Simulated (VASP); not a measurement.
# In5O (F-43m) in VASP: a series of runs, part 2 of 2

VASP 6.6.1. Earlier steps stand in the parts before.

## Step 3: Relaxation of cell and atoms, PBE

This run uses another cell than the first one, of 26.15 Å³/atom.

File INCAR:

```
PREC     = Accurate       # precision mode
ENCUT    = 600            # plane-wave cutoff, eV
EDIFF    = 1E-6           # SCF threshold, eV
ISMEAR   = 0              # smearing method
SIGMA    = 0.1            # smearing width, eV
LREAL    = False          # projectors in reciprocal space
LASPH    = True           # aspherical terms in the spheres
NELM     = 80             # most SCF steps
ALGO     = Normal         # electronic algorithm
ISIF     = 3              # what is computed and relaxed
LWAVE    = False          # write WAVECAR
LCHARG   = False          # write CHGCAR
GGA      = PE             # functional
IBRION   = 2              # ionic algorithm
NSW      = 100            # ionic steps
EDIFFG   = -0.01          # ionic threshold
```

File KPOINTS:

```
regular mesh
0
Gamma
  8 8 8
```

File POSCAR:

```
In5O
1.0
    0.0000000000      4.2809169971      4.2809169971
    4.2809169971      0.0000000000      4.2809169971
    4.2809169971      4.2809169971      0.0000000000
In O
5 1
Direct
    0.3745877030      0.3745877030      0.8762368911
    0.3745877030      0.8762368911      0.3745877030
    0.8762368911      0.3745877030      0.3745877030
    0.3745877030      0.3745877030      0.3745877030
    0.7500000000      0.7500000000      0.7500000000
    0.0000000000      0.0000000000      0.0000000000
```

Potentials or basis: VASP PAW PBE potentials, release 64 (In_d, O).

Command:

```bash
> cat potpaw_PBE.64/In_d/POTCAR potpaw_PBE.64/O/POTCAR > POTCAR
> mpirun -np 1 vasp_std > vasp.out
```

OUTCAR:

```text
PREC = Accurate
   ENCUT = 600
   EDIFF = 1E-6
   ISMEAR = 0
   LREAL = False
   LASPH = True
   NELM = 80
   ISIF = 3
   GGA = PE
   IBRION = 2
   NSW = 100
   EDIFFG = -0.01

 ion  position               nearest neighbor table
   1  0.375  0.375  0.876-   2 3.02   3 3.02   4 3.02   2 3.04   3 3.04   4 3.04   5 3.55   5 3.55
                             5 3.55
   2  0.375  0.876  0.375-   1 3.02   3 3.02   4 3.02   3 3.04   1 3.04   4 3.04   5 3.55   5 3.55
                             5 3.55
   3  0.876  0.375  0.375-   1 3.02   2 3.02   4 3.02   2 3.04   1 3.04   4 3.04   5 3.55   5 3.55
                             5 3.55
   4  0.375  0.375  0.375-   1 3.02   2 3.02   3 3.02   3 3.04   2 3.04   1 3.04   5 3.55   5 3.55
                             5 3.55
   5  0.750  0.750  0.750-   1 3.55   2 3.55   3 3.55   4 3.55   4 3.55   4 3.55   2 3.55   3 3.55
                             1 3.55   1 3.55   3 3.55   2 3.55
   6  0.000  0.000  0.000-

  LATTYP: Found a face centered cubic cell.
 ALAT       =     8.5618339942

  Lattice vectors:

 A1 = (   0.0000000000,   4.2809169971,   4.2809169971)
 A2 = (   4.2809169971,   0.0000000000,   4.2809169971)
 A3 = (   4.2809169971,   4.2809169971,   0.0000000000)

Analysis of symmetry for initial positions (statically):
=====================================================================
 Subroutine PRICEL returns:
 Original cell was already a primitive cell.

 Routine SETGRP: Setting up the symmetry group for a
 face centered cubic supercell.

 Subroutine GETGRP returns: Found 24 space group operations
 (whereof 24 operations were pure point group operations)
 out of a pool of 48 trial point group operations.

The static configuration has the point symmetry T_d .

Analysis of symmetry for dynamics (positions and initial velocities):
[... 193 lines left out ...]
      3.20716      5.35468      5.35468         0.000503     -0.000503     -0.000503
      3.20716      3.20716      3.20716         0.000503      0.000503      0.000503
      6.42138      6.42138      6.42138        -0.000000     -0.000000     -0.000000
      0.00000      0.00000      0.00000        -0.000000     -0.000000     -0.000000
 -----------------------------------------------------------------------------------
    total drift:                               -0.000000     -0.000000     -0.000000

  FREE ENERGIE OF THE ION-ELECTRON SYSTEM (eV)
  ---------------------------------------------------
  free  energy   TOTEN  =       -15.8578601820 eV

  energy  without entropy=      -15.8405429176  energy(sigma->0) =      -15.84920155

--------------------------------------- Ionic step        2  -------------------------------------------

 number of electron      70.9999992 magnetization

 Free energy of the ion-electron system (eV)
  ---------------------------------------------------
  ext. energy  EPLUGINS =         0.00000000
  ---------------------------------------------------
  free energy    TOTEN  =       -15.85858511 eV

  energy without entropy =      -15.84126979  energy(sigma->0) =      -15.84992745

 E-fermi :   5.4964     XC(G=0):  -9.6122

 val. band max:        5.4628951477   @ k =  -0.3750   0.3750   0.0000
 cond. band min:       5.5303230669   @ k =   0.3750   0.1250   0.0000
 fundamental gap:      0.0674279192
 Fermi energy:         5.4963983385

 k-point     1 :       0.0000    0.0000    0.0000
  band No.  band energies     occupation
      1      -9.7735      2.00000
      2      -9.6662      2.00000
      3      -9.5097      2.00000
      4      -9.5097      2.00000
      5      -9.5097      2.00000
      6      -9.4791      2.00000
[... 1069 lines left out ...]
     41       8.9419      0.00000
     42      10.0629      0.00000

 [... further k-points ...]
[... 5 lines left out ...]
  --------------------------------------------------------------------------------------
  -------------------------------------------------------------------------------------
  Total        0.0486567      0.0486567      0.0486567      0.0000000     -0.0000000     -0.0000000
  in kB        0.4941781      0.4941781      0.4941781      0.0000000     -0.0000000     -0.0000000
  external PRESSURE =       0.4941781 kB  Pullay stress =       0.0000000 kB

 VOLUME and BASIS-vectors are now :
 -----------------------------------------------------------------------------
  energy-cutoff  :      600.00
  volume of cell :      157.75
      direct lattice vectors                 reciprocal lattice vectors
    -0.000000000  4.288576497  4.288576497    -0.116588803  0.116588803  0.116588803
     4.288576497 -0.000000000  4.288576497     0.116588803 -0.116588803  0.116588803
     4.288576497  4.288576497 -0.000000000     0.116588803  0.116588803 -0.116588803

 POSITION                                       TOTAL-FORCE (eV/Angst)
 -----------------------------------------------------------------------------------
      5.36423      5.36423      3.21292        -0.000084     -0.000084      0.000084
      5.36423      3.21292      5.36423        -0.000084      0.000084     -0.000084
      3.21292      5.36423      5.36423         0.000084     -0.000084     -0.000084
      3.21292      3.21292      3.21292         0.000084      0.000084      0.000084
      6.43286      6.43286      6.43286        -0.000000     -0.000000     -0.000000
      8.57715      8.57715      8.57715         0.000000     -0.000000     -0.000000
 -----------------------------------------------------------------------------------
    total drift:                               -0.000000     -0.000000     -0.000000

  FREE ENERGIE OF THE ION-ELECTRON SYSTEM (eV)
  ---------------------------------------------------
  free  energy   TOTEN  =       -15.8585851132 eV

  energy  without entropy=      -15.8412697940  energy(sigma->0) =      -15.84992745

 reached required accuracy - stopping structural energy minimisation
```

OSZICAR:

```text
N       E                     dE             d eps       ncg     rms          rms(c)
DAV:   1     0.767166745333E+03    0.76717E+03   -0.36652E+04  2436   0.246E+03
[... 21 lines left out ...]
DAV:   2    -0.158921187834E+02   -0.82870E-02   -0.40332E-01  3048   0.304E+00    0.179E+00
DAV:   3    -0.158615138527E+02    0.30605E-01   -0.34646E-01  3352   0.147E+00    0.445E-01
DAV:   4    -0.158587486696E+02    0.27652E-02   -0.17567E-02  2726   0.112E+00    0.990E-02
DAV:   5    -0.158586718649E+02    0.76805E-04   -0.86217E-04  2892   0.144E-01    0.542E-02
DAV:   6    -0.158585983916E+02    0.73473E-04   -0.85179E-05  2798   0.593E-02    0.246E-02
DAV:   7    -0.158585865836E+02    0.11808E-04   -0.15898E-05  2634   0.311E-02    0.137E-02
DAV:   8    -0.158585841946E+02    0.23890E-05   -0.24707E-06  1808   0.148E-02    0.343E-03
DAV:   9    -0.158585851132E+02   -0.91863E-06   -0.51159E-07  1276   0.861E-03
   2 F= -.15858585E+02 E0= -.15849927E+02  d E =-.724931E-03
```

CONTCAR:

```text
In5O
   1.00000000000000
    -0.0000000000000000    4.2885764967945317    4.2885764967945317
     4.2885764967945317   -0.0000000000000000    4.2885764967945317
     4.2885764967945317    4.2885764967945317   -0.0000000000000000
  In              O
     5     1
Direct
     0.3745905358794668    0.3745905358794668    0.8762283924616087
     0.3745905358794668    0.8762283924616087    0.3745905358794668
     0.8762283924616087    0.3745905358794668    0.3745905358794668
     0.3745905358794668    0.3745905358794668    0.3745905358794668
     0.7500000000000000    0.7500000000000000    0.7500000000000000
     1.0000000000000000    1.0000000000000000    1.0000000000000000

  0.00000000E+00  0.00000000E+00  0.00000000E+00
  0.00000000E+00  0.00000000E+00  0.00000000E+00
  0.00000000E+00  0.00000000E+00  0.00000000E+00
  0.00000000E+00  0.00000000E+00  0.00000000E+00
  0.00000000E+00  0.00000000E+00  0.00000000E+00
  0.00000000E+00  0.00000000E+00  0.00000000E+00
```

Run time: 9.6 min. Hardware: 1 thread of Intel Xeon Platinum 8259CL at 2.50GHz (Skylake/Cascade Lake), shared host; peak memory 0.44 GiB.

What came out:

```yaml
Free_energy: -15.8586 eV
Relaxed_volume: 26.29 Å³/atom
Relaxed_cell: a = 6.065 Å, b = 6.065 Å, c = 6.065 Å, α = 60.00°, β = 60.00°, γ = 60.00°
Space_group_after_relaxing_to_0.1_Å: F-43m (No. 216)
Energy_gained_by_relaxing: 0.1 meV/atom
Ionic_steps: 2
Pressure_after_relaxing: 0.0 GPa
Band_gap_on_the_k_mesh: zero (an odd number of electrons rules out a gap without spin polarisation)
```

The path:
| step | energy change (eV) | largest force (eV/Å) | pressure (GPa) | volume (Å³) |
| --- | --- | --- | --- | --- |
| 1 | 0.0000 | 0.0009 | 0.23 | 156.91 |
| 2 | -0.0007 | 0.0001 | 0.05 | 157.75 |

Final structure:
```
In O
1.0
     0.00000    4.28858    4.28858
     4.28858    0.00000    4.28858
     4.28858    4.28858    0.00000
In O
5 1
Direct
  0.37459 0.37459 0.87623
  0.37459 0.87623 0.37459
  0.87623 0.37459 0.37459
  0.37459 0.37459 0.37459
  0.75000 0.75000 0.75000
  0.00000 0.00000 0.00000
```

Caveat: spin-orbit coupling is left out, which moves the levels of the heavy elements; an odd number of electrons without spin polarisation forces a metal; a magnetic or distorted state may lie lower.
